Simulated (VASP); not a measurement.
# Ge (Cmmm) in VASP: notebook

The runs below take Ge through single point, with PBEsol.

Program: VASP 6.6.1. These are calculated values, not measurements. Logs are shortened: lines on timing, memory, paths and dates and some standing lists are left out, and cuts for length are marked.

## 1. The cell of the first run

Symmetry: Cmmm, No. 65, orthorhombic system. Conventional cell: a = 2.920 Å, b = 5.201 Å, c = 2.698 Å, α = 90.00°, β = 90.00°, γ = 90.00°. Ge (site symmetry mmm) has 8 Ge at 2.70 to 2.98 Å within 3.6 Å.

## 2. Single point, PBEsol (strain +0.0450 x Voigt [1, 0, 0, 0, 0, 0])

The input, INCAR:

```
  PREC = Accurate
  ENCUT = 520
  EDIFF = 1E-6
  ISMEAR = 0
  SIGMA = 0.15
  LREAL = F
  LASPH = T
  NELM = 80
  ALGO = Normal
  ISIF = 2
  LWAVE = F
  LCHARG = F
  GGA = PS
  NBANDS = 13
```

The input, KPOINTS:

```
regular mesh
0
Gamma
  20 20 18
```

The input, POSCAR:

```
Ge
1.0
    1.4600207050     -2.6005160000      0.0000000000
    1.4600207050      2.6005160000      0.0000000000
    0.0000000000      0.0000000000      2.6982310000
Ge
1
Direct
    0.5000000000      0.5000000000      0.0000000000
```

Potentials or basis: VASP PAW PBE potentials, release 64 (Ge_d).

Command:

```sh
cat potpaw_PBE.64/Ge_d/POTCAR > POTCAR
mpirun -np 1 vasp_std > vasp.out
```

OUTCAR:

```text
PREC = Accurate
   ENCUT = 520
   EDIFF = 1E-6
   ISMEAR = 0
   LREAL = F
   LASPH = T
   NELM = 80
   ISIF = 2
   GGA = PS

 ion  position               nearest neighbor table
   1  0.500  0.500  0.000-

  LATTYP: Found a base centered orthorhombic cell.
 ALAT       =     2.9200414100
 B/A-ratio  =     1.7811500831
 C/A-ratio  =     0.9240386081

  Lattice vectors:

 A1 = (   1.4600207050,  -2.6005160000,   0.0000000000)
 A2 = (   1.4600207050,   2.6005160000,   0.0000000000)
 A3 = (   0.0000000000,   0.0000000000,   2.6982310000)

Analysis of symmetry for initial positions (statically):
=====================================================================
 Subroutine PRICEL returns:
 Original cell was already a primitive cell.

 Routine SETGRP: Setting up the symmetry group for a
 base centered orthorhombic supercell.

 Subroutine GETGRP returns: Found  8 space group operations
 (whereof  8 operations were pure point group operations)
 out of a pool of  8 trial point group operations.

The static configuration has the point symmetry D_2h.

Analysis of symmetry for dynamics (positions and initial velocities):
=====================================================================
 Subroutine PRICEL returns:
 Original cell was already a primitive cell.

 Routine SETGRP: Setting up the symmetry group for a
 base centered orthorhombic supercell.

 Subroutine GETGRP returns: Found  8 space group operations
 (whereof  8 operations were pure point group operations)
 out of a pool of  8 trial point group operations.

The dynamic configuration has the point symmetry D_2h.

 Subroutine INISYM returns: Found  8 space group operations
 (whereof  8 operations are pure point group operations),
 and found     1 'primitive' translations

----------------------------------------------------------------------------------------

                                     Primitive cell

  volume of cell :      20.4893

  direct lattice vectors                    reciprocal lattice vectors
     1.460020705 -2.600516000  0.000000000     0.342460897 -0.192269534  0.000000000
     1.460020705  2.600516000  0.000000000     0.342460897  0.192269534  0.000000000
     0.000000000  0.000000000  2.698231000     0.000000000  0.000000000  0.370613191

  length of vectors
     2.982338667  2.982338667  2.698231000     0.392742969  0.392742969  0.370613191

  position of ions in fractional coordinates (direct lattice)
     0.500000000  0.500000000  0.000000000

  ion indices of the primitive-cell ions
   primitive index   ion index
                 1           1

----------------------------------------------------------------------------------------

 KPOINTS: regular mesh

Automatic generation of k-mesh.
 Grid dimensions read from file:
 generate k-points for:   20   20   18

 Generating k-lattice:

  Cartesian coordinates                     Fractional coordinates (reciprocal lattice)
     0.017123045 -0.009613477  0.000000000     0.050000000 -0.000000000  0.000000000
     0.017123045  0.009613477  0.000000000    -0.000000000  0.050000000  0.000000000
     0.000000000  0.000000000  0.020589622     0.000000000  0.000000000  0.055555556

  Length of vectors
     0.019637148  0.019637148  0.020589622

  Shift w.r.t. Gamma in fractional coordinates (k-lattice)
     0.000000000  0.000000000  0.000000000

 Subroutine IBZKPT returns following result:
 ===========================================

 Found   1110 irreducible k-points:

 Following reciprocal coordinates:
            Coordinates               Weight
  0.000000  0.000000  0.000000      1.000000
  0.050000 -0.000000  0.000000      4.000000
  0.100000 -0.000000  0.000000      4.000000
  0.150000 -0.000000  0.000000      4.000000
  0.200000 -0.000000  0.000000      4.000000
  0.250000 -0.000000  0.000000      4.000000
[... 16 lines left out ...]
 -0.400000  0.050000  0.000000      4.000000
 -0.350000  0.050000  0.000000      4.000000
 [... further k-points ...]
   k-points           NKPTS =   1110   k-points in BZ     NKDIM =   1110   number of bands    NBANDS=     13
   number of dos      NEDOS =    301   number of ions     NIONS =      1
   total plane-waves  NPLWV =  11520
   dimension x,y,z NGX =    24 NGY =   24 NGZ =   20
   dimension x,y,z NGXF=    48 NGYF=   48 NGZF=   40
   ions per type =               1
   NGX,Y,Z   is equivalent  to a cutoff of  13.38, 13.38, 12.32 a.u.
   NGXF,Y,Z  is equivalent  to a cutoff of  26.76, 26.76, 24.65 a.u.
 SYSTEM =  unknown system
   PREC   = accura    normal or accurate (medium, high low for compatibility)
   ISTART =      0    job   : 0-new  1-cont  2-samecut
   ICHARG =      2    charge: 1-file 2-atom 10-const
   ISPIN  =      1    spin polarized calculation?
   LNONCOLLINEAR =      F non collinear calculations
   LSORBIT =      F    spin-orbit coupling
   LASPH  =      T    aspherical Exc in radial PAW
   ENCUT  =  520.0 eV  38.22 Ry    6.18 a.u.   5.55  5.55  5.02*2*pi/ulx,y,z
   NELM   =     80;   NELMIN=  2; NELMDL= -5     # of ELM steps
   EDIFF  = 0.1E-05   stopping-criterion for ELM
   LREAL  =      F    real-space projection
   EDIFFG = 0.1E-04   stopping-criterion for IOM
   NSW    =      0    number of steps for IOM
   IBRION =     -1    ionic relax: 0-MD 1-quasi-New 2-CG
   NFREE  =      0    steps in history (QN), initial steepest desc. (CG)
   ISIF   =      2    stress and relaxation
   ISYM   =      2    0-nonsym 1-usesym 2-fastsym
   POTIM  = 0.5000    time-step for ionic-motion
   TEBEG  =    0.0;   TEEND  =   0.0 temperature during run
   PSTRESS=    0.0 pullay stress
   NELECT =      14.0000    total number of electrons
   NUPDOWN=      -1.0000    fix difference up-down
   EMIN   =  10.00;   EMAX   =-10.00  energy-range for DOS
   EFERMI =   0.00;   METHOD = LEGACY
   ISMEAR =     0;   SIGMA  =   0.15  broadening in eV -4-tet -1-fermi 0-gaus
   EFERMI_NEDOS =   21; number of points for ismear=-14 and -15
   IALGO  =     38    algorithm
   IMIX   =      4    mixing-type and parameters
     AMIX     =   0.40;   BMIX     =  1.00
     AMIX_MAG =   1.60;   BMIX_MAG =  1.00
  volume/ion in A,a.u.               =      20.49       138.27
  Fermi-wavevector in a.u.,A,eV,Ry     =   1.441922  2.724837 28.288385  2.079138
  Thomas-Fermi vector in A             =   2.560500
   LORBIT       =      0    0 simple, 1 ext, 2 COOP (PROOUT), +10 PAW based schemes
   GGA     = PS    functional components
   LHFCALC =     F    Hartree Fock is set to
   AEXX    =    0.0000 exact exchange contribution
   IVDW    =     0    specifies the selected vdW correction
   LEPSILON=     F    determine dielectric tensor
   LRPA    =     F    only Hartree local field effects (RPA)
 non-spin polarized calculation
 Gauss-broadening in eV      SIGMA  =   0.15
  energy-cutoff  :      520.00
  volume of cell :       20.49
 maximum number of plane-waves:       575
 NGX is ok and might be reduce to    24
   NGX = 11   NGY = 11   NGZ = 11

 number of electron      13.9999985 magnetization

 Free energy of the ion-electron system (eV)
  ---------------------------------------------------
  ext. energy  EPLUGINS =         0.00000000
  ---------------------------------------------------
  free energy    TOTEN  =        -4.70512421 eV

  energy without entropy =       -4.70000542  energy(sigma->0) =       -4.70256482

 E-fermi :   5.6108     XC(G=0): -10.9736

 val. band max:        5.6032044297   @ k =   0.2000   0.0500   0.2778
 cond. band min:       5.6133002167   @ k =   0.3000   0.2500   0.2778
 fundamental gap:      0.0100957870
 Fermi energy:         5.6107919479

 k-point     1 :       0.0000    0.0000    0.0000
  band No.  band energies     occupation
      1     -19.0175      2.00000
      2     -18.9408      2.00000
      3     -18.9246      2.00000
      4     -18.8130      2.00000
      5     -18.8067      2.00000
      6      -6.8880      2.00000
      7      12.5931      0.00000
      8      12.6341      0.00000
      9      13.1240      0.00000
     10      15.9670      0.00000
     11      18.4656      0.00000
     12      19.3237      0.00000
     13      19.3948      0.00000

 k-point     2 :       0.0500   -0.0000    0.0000
  band No.  band energies     occupation
      1     -19.0162      2.00000
      2     -18.9390      2.00000
      3     -18.9244      2.00000
      4     -18.8134      2.00000
      5     -18.8075      2.00000
      6      -6.8320      2.00000
      7      12.2932      0.00000
      8      12.6464      0.00000
      9      12.6835      0.00000
     10      16.1731      0.00000
     11      18.1684      0.00000
     12      19.0135      0.00000
     13      19.6800      0.00000

 k-point     3 :       0.1000   -0.0000    0.0000
  band No.  band energies     occupation
      1     -19.0127      2.00000
      2     -18.9351      2.00000
      3     -18.9225      2.00000
      4     -18.8146      2.00000
      5     -18.8097      2.00000
      6      -6.6643      2.00000
      7      11.0670      0.00000
      8      12.1285      0.00000
      9      12.8053      0.00000
     10      16.3555      0.00000
     11      17.3246      0.00000
     12      19.6702      0.00000
     13      20.6027      0.00000

 k-point     4 :       0.1500   -0.0000    0.0000
  band No.  band energies     occupation
      1     -19.0076      2.00000
      2     -18.9334      2.00000
      3     -18.9148      2.00000
      4     -18.8174      2.00000
      5     -18.8122      2.00000
      6      -6.3853      2.00000
      7       9.5041      0.00000
      8      11.5408      0.00000
      9      13.0662      0.00000
     10      15.8502      0.00000
     11      17.2685      0.00000
     12      20.7354      0.00000
     13      21.8442      0.00000

 k-point     5 :       0.2000   -0.0000    0.0000
  band No.  band energies     occupation
      1     -19.0022      2.00000
      2     -18.9336      2.00000
      3     -18.9018      2.00000
      4     -18.8221      2.00000
      5     -18.8143      2.00000
      6      -5.9963      2.00000
      7       7.8728      0.00000
      8      10.9482      0.00000
      9      13.4226      0.00000
     10      15.1228      0.00000
     11      17.6255      0.00000
     12      22.0312      0.00000
     13      23.2405      0.00000
[... 257 lines left out ...]
 k-point    22 :      -0.4500    0.0500    0.0000
  band No.  band energies     occupation
      1     -18.9930      2.00000
      2     -18.9240      2.00000
      3     -18.8443      2.00000
      4     -18.8430      2.00000
      5     -18.8210      2.00000
      6      -3.0890      2.00000
      7       1.5185      2.00000
      8       8.5813      0.00000
      9      13.8621      0.00000
     10      15.6550      0.00000
     11      20.5874      0.00000
     12      23.1637      0.00000
     13      23.6503      0.00000

 k-point    23 :      -0.4000    0.0500    0.0000
  band No.  band energies     occupation
      1     -18.9925      2.00000
      2     -18.9270      2.00000
      3     -18.8523      2.00000
      4     -18.8408      2.00000
      5     -18.8200      2.00000
      6      -3.8286      2.00000
      7       2.6944      2.00000
      8       8.7848      0.00000
      9      14.1136      0.00000
     10      15.1875      0.00000
     11      19.7641      0.00000
     12      24.0452      0.00000
     13      24.6662      0.00000

 k-point    24 :      -0.3500    0.0500    0.0000
  band No.  band energies     occupation
      1     -18.9929      2.00000
      2     -18.9306      2.00000
      3     -18.8646      2.00000
      4     -18.8362      2.00000
      5     -18.8186      2.00000
      6      -4.5466      2.00000
      7       4.0551      2.00000
      8       9.1035      0.00000
      9      14.4728      0.00000
     10      14.6545      0.00000
     11      19.0379      0.00000
     12      25.0978      0.00000
     13      25.1914      0.00000

 [... further k-points ...]

------------------------ aborting loop because EDIFF is reached ----------------------------------------

  FORCE on cell =-STRESS in cart. coord.  units (eV):
  Direction    XX          YY          ZZ          XY          YZ          ZX
  --------------------------------------------------------------------------------------
  -------------------------------------------------------------------------------------
  Total       -0.9362166     -0.9930498     -0.5982592     -0.0000000      0.0000000      0.0000000
  in kB      -73.2081187    -77.6522324    -46.7813006     -0.0000000      0.0000000      0.0000000
  external PRESSURE =     -65.8805505 kB  Pullay stress =       0.0000000 kB

 VOLUME and BASIS-vectors are now :
 -----------------------------------------------------------------------------
  energy-cutoff  :      520.00
  volume of cell :       20.49
      direct lattice vectors                 reciprocal lattice vectors
     1.460020705 -2.600516000  0.000000000     0.342460897 -0.192269534  0.000000000
     1.460020705  2.600516000  0.000000000     0.342460897  0.192269534  0.000000000
     0.000000000  0.000000000  2.698231000     0.000000000  0.000000000  0.370613191

 POSITION                                       TOTAL-FORCE (eV/Angst)
 -----------------------------------------------------------------------------------
      1.46002      0.00000      0.00000         0.000000      0.000000      0.000000
 -----------------------------------------------------------------------------------
    total drift:                               -0.000000     -0.000000     -0.000000

  FREE ENERGIE OF THE ION-ELECTRON SYSTEM (eV)
  ---------------------------------------------------
  free  energy   TOTEN  =        -4.7051242091 eV

  energy  without entropy=       -4.7000054231  energy(sigma->0) =       -4.70256482
```

Wall time 1.8 min (1 thread of AMD EPYC 9R45 (Zen 5), shared host); peak memory 0.33 GiB.

What came out:

```yaml
Free_energy: -4.7051 eV
Pressure: -6.6 GPa
Band_gap_on_the_k_mesh: zero (bands 7 and 8 overlap by 9.69 eV)
```

Levels at points of the mesh, in eV from the Fermi level:
```
           k point  band 5  band 6  band 7  band 8  band 9  band 10
(0.00, 0.00, 0.00)  -24.42  -12.50    6.98    7.02    7.51    10.36
(0.50, 0.00, 0.00)  -24.43   -8.04   -5.08    3.44    7.45    10.35
(0.50, 0.50, 0.00)  -24.43   -8.35   -5.16    4.08    8.07    10.12
(0.00, 0.00, 0.50)  -24.43   -8.69   -5.41    9.85   10.33    15.55
(0.50, 0.00, 0.50)  -24.35   -3.91   -1.94   -1.78    3.64     6.34
(0.50, 0.50, 0.50)  -24.35   -4.25   -2.01   -2.00    3.49     6.99
```

Caveat: the cell differs from its parent crystal (strain +0.0450 x Voigt [1, 0, 0, 0, 0, 0]); the cell stands under tension; the PAW data sets were made with another functional, which shifts forces and pressure a little.

(Part 1 of 2 ends here.)
